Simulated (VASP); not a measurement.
# Si (I4_1/amd) in VASP: notebook, part 2 of 2

VASP 6.6.1. The steps go on from the part before.

### Step 4. Single point, r2SCAN (strain -0.015 along x and y, +0.030 along z)

File POSCAR:

```
Si
1.0
   -2.3358017199      2.3358017199      1.3691433516
    2.3358017199     -2.3358017199      1.3691433516
    2.3358017199      2.3358017199     -1.3691433516
Si
2
Direct
    0.2500000000      0.7500000000      0.5000000000
    0.5000000000      0.5000000000      0.0000000000
```

File INCAR.step1:

```
SYSTEM = Si
ALGO = Normal
EDIFF = 1E-4
ENCUT = 520
GGA = PE
ISMEAR = 0
LASPH = .True.
LCHARG = .False.
LREAL = .False.
LWAVE = .True.
NBANDS = 11
NELM = 60
PREC = Accurate
SIGMA = 0.15
```

File INCAR.step2:

```
SYSTEM = Si
ALGO = Normal
EDIFF = 1E-6
ENCUT = 520
ISIF = 2
ISMEAR = 0
ISTART = 1
LASPH = .True.
LCHARG = .True.
LELF = .True.
LMIXTAU = .True.
LREAL = .False.
LVHAR = .True.
LWAVE = .False.
METAGGA = R2SCAN
NBANDS = 11
NELM = 60
PREC = Accurate
SIGMA = 0.15
```

File KPOINTS:

```
k-points
0
Gamma
  20 20 20
  0 0 0
```

Potentials or basis: VASP PAW PBE potentials, release 64 (Si).

Command:

```sh
> cat potpaw_PBE.64/Si/POTCAR > POTCAR
> cp INCAR.step1 INCAR
> mpirun -np 1 vasp_std > vasp.out
> cp INCAR.step2 INCAR
> mpirun -np 1 vasp_std > vasp.out
```

OUTCAR:

```text
SYSTEM = Si
   EDIFF = 1E-6
   ENCUT = 520
   ISIF = 2
   ISMEAR = 0
   ISTART = 1
   LASPH = .True.
   LREAL = .False.
   METAGGA = R2SCAN
   NELM = 60
   PREC = Accurate

 ion  position               nearest neighbor table
   1  0.250  0.750  0.500-   2 2.43   2 2.43   2 2.43   2 2.43   2 3.11   2 3.11   2 3.11   2 3.11

   2  0.500  0.500  0.000-   1 2.43   1 2.43   1 2.43   1 2.43   1 3.11   1 3.11   1 3.11   1 3.11

  LATTYP: Found a body centered tetragonal cell.
 ALAT       =     4.6716034398
 C/A-ratio  =     0.5861556398

  Lattice vectors:

 A1 = (  -2.3358017199,   2.3358017199,   1.3691433516)
 A2 = (   2.3358017199,  -2.3358017199,   1.3691433516)
 A3 = (   2.3358017199,   2.3358017199,  -1.3691433516)

Analysis of symmetry for initial positions (statically):
=====================================================================
 Subroutine PRICEL returns:
 Original cell was already a primitive cell.

 Routine SETGRP: Setting up the symmetry group for a
 body centered tetragonal supercell.

 Subroutine GETGRP returns: Found 16 space group operations
 (whereof  8 operations were pure point group operations)
 out of a pool of 16 trial point group operations.

The static configuration has the point symmetry D_2d.
 The point group associated with its full space group is D_4h.

Analysis of symmetry for dynamics (positions and initial velocities):
=====================================================================
 Subroutine PRICEL returns:
 Original cell was already a primitive cell.

 Routine SETGRP: Setting up the symmetry group for a
 body centered tetragonal supercell.

 Subroutine GETGRP returns: Found 16 space group operations
 (whereof  8 operations were pure point group operations)
 out of a pool of 16 trial point group operations.

The dynamic configuration has the point symmetry D_2d.
 The point group associated with its full space group is D_4h.

 Subroutine INISYM returns: Found 16 space group operations
 (whereof  8 operations are pure point group operations),
 and found     1 'primitive' translations

----------------------------------------------------------------------------------------

                                     Primitive cell

  volume of cell :      29.8800

  direct lattice vectors                    reciprocal lattice vectors
    -2.335801720  2.335801720  1.369143352     0.000000000  0.214059265  0.365191855
     2.335801720 -2.335801720  1.369143352     0.214059265  0.000000000  0.365191855
     2.335801720  2.335801720 -1.369143352     0.214059265  0.214059265  0.000000000

  length of vectors
     3.575820586  3.575820586  3.575820586     0.423304217  0.423304217  0.302725516

  position of ions in fractional coordinates (direct lattice)
     0.250000000  0.750000000  0.500000000
     0.500000000  0.500000000  0.000000000

  ion indices of the primitive-cell ions
   primitive index   ion index
                 1           1
                 2           2

----------------------------------------------------------------------------------------

 KPOINTS: k-points

Automatic generation of k-mesh.
 Grid dimensions read from file:
 generate k-points for:   20   20   20

 Generating k-lattice:

  Cartesian coordinates                     Fractional coordinates (reciprocal lattice)
     0.000000000  0.010702963  0.018259593     0.050000000  0.000000000  0.000000000
     0.010702963  0.000000000  0.018259593     0.000000000  0.050000000  0.000000000
     0.010702963  0.010702963  0.000000000     0.000000000  0.000000000  0.050000000

  Length of vectors
     0.021165211  0.021165211  0.015136276

  Shift w.r.t. Gamma in fractional coordinates (k-lattice)
     0.000000000  0.000000000  0.000000000

 Subroutine IBZKPT returns following result:
 ===========================================

 Found    641 irreducible k-points:

 Following reciprocal coordinates:
            Coordinates               Weight
  0.000000  0.000000  0.000000      1.000000
  0.050000 -0.000000  0.000000      8.000000
  0.100000  0.000000  0.000000      8.000000
  0.150000  0.000000 -0.000000      8.000000
  0.200000  0.000000  0.000000      8.000000
  0.250000  0.000000 -0.000000      8.000000
[... 16 lines left out ...]
 -0.400000  0.050000  0.000000     16.000000
 -0.350000  0.050000  0.000000     16.000000
 [... further k-points ...]
   k-points           NKPTS =    641   k-points in BZ     NKDIM =    641   number of bands    NBANDS=     11
   number of dos      NEDOS =    301   number of ions     NIONS =      2
   total plane-waves  NPLWV =  21952
   dimension x,y,z NGX =    28 NGY =   28 NGZ =   28
   dimension x,y,z NGXF=    56 NGYF=   56 NGZF=   56
   ions per type =               2
   NGX,Y,Z   is equivalent  to a cutoff of  13.02, 13.02, 13.02 a.u.
   NGXF,Y,Z  is equivalent  to a cutoff of  26.04, 26.04, 26.04 a.u.
 SYSTEM =  Si
   PREC   = accura    normal or accurate (medium, high low for compatibility)
   ISTART =      1    job   : 0-new  1-cont  2-samecut
   ICHARG =      0    charge: 1-file 2-atom 10-const
   ISPIN  =      1    spin polarized calculation?
   LNONCOLLINEAR =      F non collinear calculations
   LSORBIT =      F    spin-orbit coupling
   LASPH  =      T    aspherical Exc in radial PAW
   ENCUT  =  520.0 eV  38.22 Ry    6.18 a.u.   6.65  6.65  6.65*2*pi/ulx,y,z
   NELM   =     60;   NELMIN=  2; NELMDL=  0     # of ELM steps
   EDIFF  = 0.1E-05   stopping-criterion for ELM
   LREAL  =      F    real-space projection
[... 7 lines left out ...]
   TEBEG  =    0.0;   TEEND  =   0.0 temperature during run
   PSTRESS=    0.0 pullay stress
   NELECT =       8.0000    total number of electrons
   NUPDOWN=      -1.0000    fix difference up-down
   EMIN   =  10.00;   EMAX   =-10.00  energy-range for DOS
   EFERMI =   0.00;   METHOD = LEGACY
   ISMEAR =     0;   SIGMA  =   0.15  broadening in eV -4-tet -1-fermi 0-gaus
   EFERMI_NEDOS =   21; number of points for ismear=-14 and -15
   IALGO  =     38    algorithm
   IMIX   =      4    mixing-type and parameters
     AMIX     =   0.40;   BMIX     =  1.00
     AMIX_MAG =   1.60;   BMIX_MAG =  1.00
  volume/ion in A,a.u.               =      14.94       100.82
  Fermi-wavevector in a.u.,A,eV,Ry     =   1.055143  1.993931 15.147722  1.113326
  Thomas-Fermi vector in A             =   2.190330
   LORBIT       =      0    0 simple, 1 ext, 2 COOP (PROOUT), +10 PAW based schemes
   METAGGA = R2SCAN    functional components
   LHFCALC =     F    Hartree Fock is set to
   AEXX    =    0.0000 exact exchange contribution
   IVDW    =     0    specifies the selected vdW correction
   LEPSILON=     F    determine dielectric tensor
   LRPA    =     F    only Hartree local field effects (RPA)
 non-spin polarized calculation
 Gauss-broadening in eV      SIGMA  =   0.15
  energy-cutoff  :      520.00
  volume of cell :       29.88
 maximum number of plane-waves:       821
   NGX = 13   NGY = 13   NGZ = 13

 number of electron       8.0000001 magnetization

 Free energy of the ion-electron system (eV)
  ---------------------------------------------------
  ext. energy  EPLUGINS =         0.00000000
  ---------------------------------------------------
  free energy    TOTEN  =       -16.66001305 eV

  energy without entropy =      -16.65347173  energy(sigma->0) =      -16.65674239

 E-fermi :   9.4374     XC(G=0): -11.5778

 val. band max:        9.4307203938   @ k =  -0.3500   0.5000   0.0500
 cond. band min:       9.4496591038   @ k =  -0.1500  -0.1500   0.0500
 fundamental gap:      0.0189387100
 Fermi energy:         9.4373713039

 k-point     1 :       0.0000    0.0000    0.0000
  band No.  band energies     occupation
      1      -5.2626      2.00000
      2       7.0024      2.00000
      3       7.0024      2.00000
      4       8.4481      2.00000
      5      11.4218      0.00000
      6      16.8912      0.00000
      7      18.2427      0.00000
      8      19.2524      0.00000
      9      19.2524      0.00000
     10      20.3227      0.00000
     11      20.9565      0.00000
[... 309 lines left out ...]
 k-point    24 :      -0.3500    0.0500    0.0000
  band No.  band energies     occupation
      1      -2.5917      2.00000
      2       5.1185      2.00000
      3       6.5669      2.00000
      4       7.5735      2.00000
      5      10.9266      0.00000
      6      13.1485      0.00000
      7      14.6048      0.00000
      8      15.1472      0.00000
      9      17.2497      0.00000
     10      17.8070      0.00000
     11      22.9248      0.00000

 [... further k-points ...]

------------------------ aborting loop because EDIFF is reached ----------------------------------------

  FORCE on cell =-STRESS in cart. coord.  units (eV):
  Direction    XX          YY          ZZ          XY          YZ          ZX
  --------------------------------------------------------------------------------------
  -------------------------------------------------------------------------------------
  Total        0.9849789      0.9849789     -0.0197380      0.0000000     -0.0000000      0.0000000
  in kB       52.8149236     52.8149236     -1.0583591      0.0000000     -0.0000000      0.0000000
  external PRESSURE =      34.8571627 kB  Pullay stress =       0.0000000 kB

 VOLUME and BASIS-vectors are now :
 -----------------------------------------------------------------------------
  energy-cutoff  :      520.00
  volume of cell :       29.88
      direct lattice vectors                 reciprocal lattice vectors
    -2.335801720  2.335801720  1.369143352     0.000000000  0.214059265  0.365191855
     2.335801720 -2.335801720  1.369143352     0.214059265  0.000000000  0.365191855
     2.335801720  2.335801720 -1.369143352     0.214059265  0.214059265  0.000000000

 POSITION                                       TOTAL-FORCE (eV/Angst)
 -----------------------------------------------------------------------------------
      2.33580      0.00000      0.68457        -0.000000      0.000000     -0.000000
      0.00000      0.00000      1.36914         0.000000     -0.000000      0.000000
 -----------------------------------------------------------------------------------
    total drift:                                0.000000      0.000000      0.000000

  FREE ENERGIE OF THE ION-ELECTRON SYSTEM (eV)
  ---------------------------------------------------
  free  energy   TOTEN  =       -16.6600130508 eV

  energy  without entropy=      -16.6534717278  energy(sigma->0) =      -16.65674239
```

Wall time 7.8 min (1 thread of Intel Xeon Platinum 8488C (Sapphire Rapids), shared host); peak memory 0.29 GiB.

Results:

| Item | Value |
| --- | --- |
| Free energy | -16.6600 eV |
| Pressure | 3.5 GPa |
| Band gap on the k mesh | zero (bands 4 and 5 overlap by 7.55 eV) |

Stress tensor (GPa, compression positive):
```
 5.28  0.00  0.00
 0.00  5.28  0.00
 0.00  0.00 -0.11
```

Levels at points of the mesh, in eV from the Fermi level:
| k point | band 1 | band 2 | band 3 | band 4 | band 5 | band 6 | band 7 | band 8 | band 9 |
| --- | --- | --- | --- | --- | --- | --- | --- | --- | --- |
| (0.00, 0.00, 0.00) | -14.70 | -2.43 | -2.43 | -0.99 | 1.98 | 7.45 | 8.81 | 9.82 | 9.82 |
| (0.50, 0.00, 0.00) | -8.52 | -7.48 | -2.26 | -2.16 | -1.50 | 1.14 | 5.06 | 6.00 | 10.39 |
| (0.50, 0.50, 0.00) | -11.25 | -11.25 | 0.61 | 0.61 | 3.59 | 3.59 | 7.79 | 7.79 | 9.09 |
| (0.50, 0.50, 0.50) | -8.44 | -8.44 | -7.19 | -7.19 | 4.82 | 4.82 | 14.60 | 14.60 | 15.24 |

Caveat: the cell differs from its parent crystal (strain -0.015 along x and y, +0.030 along z); the stress differs along the axes, from -0 to 5 GPa; the PAW data sets were made with another functional, which shifts forces and pressure a little.

### Step 5. The runs side by side

| cell | gap on the mesh (eV) | pressure (GPa) |
| --- | --- | --- |
| a = 3.561 Å, angles 98.0, 98.0, 136.2°, 2 atoms | none | 6.6 |
| a = 3.600 Å, angles 97.6, 97.6, 137.3°, 2 atoms | none | 4.0 |
| a = 3.576 Å, angles 98.4, 98.4, 135.0°, 2 atoms | none | 3.5 |

Alike in all rows: task single point; level r2SCAN; potentials or basis VASP PAW PBE potentials, release 64 (Si); no spin polarisation; k mesh 20 × 20 × 20; cutoff (eV) 520; smearing gaussian 0.15 eV.

Caveats: the PAW data sets were made with another functional, which shifts forces and pressure a little; the cell stands under pressure (at least some runs); the stress differs along the axes, from -0 to 5 GPa (at least some runs).

Total energies depend on the potentials used, so only differences within one code and one set of settings carry meaning.
